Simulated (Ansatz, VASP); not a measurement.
## Two plane-wave programs on TiO2

```
Ti O
1.0
    -1.79049    1.79049    4.54207
     1.79049   -1.79049    4.54207
     1.79049    1.79049   -4.54207
Ti O
2 4
Direct
  0.00000 0.00000 0.00000
  0.75000 0.25000 0.50000
  0.21270 0.21270 0.00000
  0.96270 0.46270 0.50000
  0.53730 0.03730 0.50000
  0.78730 0.78730 0.00000
```

Change from the starting cell: hydrostatic strain -5.2%.

Alike in both runs: task single point; functional r2SCAN; k mesh 10 × 10 × 10; no spin polarisation.

|  | VASP | Ansatz |
| --- | --- | --- |
| version | VASP 6.6.1 | Ansatz 0.2.0 |
| potentials or method | VASP PAW PBE potentials, release 64 (Ti_sv, O) | plane waves, PAW |
| plane-wave cutoff (eV) | 520 | 500 |
| occupations | gaussian, width 0.01 eV | fixed |
| valence electrons in the cell | 48 | 48 |

Ansatz gave:

- gap on the k mesh at the Fermi level (eV): 2.75
- pressure (GPa): 47.3
- traceless stress, the component that is largest in VASP (GPa): -11.26
- rms of the force components (eV/Å): 0.000

Problem. Estimate VASP's values.

Solution. gap on the k mesh at the Fermi level (eV): 2.76; pressure (GPa): 49.1; traceless stress, the component that is largest in VASP (GPa): -11.62; rms of the force components (eV/Å): 0.019.

VASP's potentials were made for PBE, not for r2SCAN. Atom by atom the forces differ by 0.019 eV/Å (rms over components). Both programs put the cell under a high pressure, so it lies far from rest at this level.
